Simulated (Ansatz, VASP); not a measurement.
**Two plane-wave programs on Al**

File INCAR:

```
PREC = Accurate ; ENCUT = 600
EDIFF = 1E-6 ; ISMEAR = 0
SIGMA = 0.1 ; LREAL = F
LASPH = T ; NELM = 60
ALGO = Fast ; ISIF = 3
LWAVE = F ; LCHARG = F
GGA = PE ; IBRION = 2
NSW = 100 ; EDIFFG = -0.01
```

Contents of KPOINTS:

```
regular mesh
0
Gamma
  16 16 4
```

Contents of POSCAR:

```
Al
1.0
    2.4872356675     -1.4011857254      0.0000000000
    2.4872356675      1.4011857254      0.0000000000
   -0.0782528081      0.0000000000     11.8864687532
Al
5
Direct
    0.6590022589      0.6590022589      0.8017267811
    0.0000000000      0.0000000000      0.0000000000
    0.3409977411      0.3409977411      0.1982732189
    0.6751081948      0.6751081948      0.3985330675
    0.3248918052      0.3248918052      0.6014669325
```

Input for Ansatz:

```yaml
crystal:
  lattice:
    - [2.4872356675, -1.4011857254, 0.0]
    - [2.4872356675, 1.4011857254, 0.0]
    - [-0.0782528081, 0.0, 11.8864687532]
  atoms:
    - { symbol: Al, position: [0.6590022589, 0.6590022589, 0.8017267811] }
    - { symbol: Al, position: [0.0, 0.0, 0.0] }
    - { symbol: Al, position: [0.3409977411, 0.3409977411, 0.1982732189] }
    - { symbol: Al, position: [0.6751081948, 0.6751081948, 0.3985330675] }
    - { symbol: Al, position: [0.3248918052, 0.3248918052, 0.6014669325] }
basis:
  ecutwfc: 420
kpoints:
  mp_grid: { grid: [16, 16, 4] }
hamiltonian:
  xc: pbe
scf:
  occupations: { method: gaussian, width: 0.1 }
output:
  forces: true
  stress: true
  eigenvalues: true
relax:
  adjacent_minimum: "off"
  f_tol: 0.01
  max_steps: 80
  cell: { stress_tol: 0.05 }
```

Change from the starting cell: the structure that the rattled cell fell into.

Alike in both runs: task relaxation of cell and atoms; functional PBE; k mesh 16 × 16 × 4; occupations gaussian, width 0.1 eV; no spin polarisation.

|  | VASP | Ansatz |
| --- | --- | --- |
| version | VASP 6.6.1 | Ansatz 0.2.0 |
| potentials or method | VASP PAW PBE potentials, release 64 (Al), cutoff 600 eV | scalar-relativistic, plane waves, PAW |
| valence electrons in the cell | 15 | 15 |

```csv
,VASP,Ansatz,Ansatz less VASP
"gap on the k mesh at the Fermi level, each at its own relaxed structure (eV)",none,none,-
relaxed volume (Å³/atom),16.56,16.56,0.000
relaxed length of the cell vector where the two differ most in proportion (Å),11.761,11.763,+0.0022
```

A gap of «none» marks a metal or a gap that the smearing closes.

Noted on VASP's run: too few bands were computed for a metal, which touches its energy and stress.
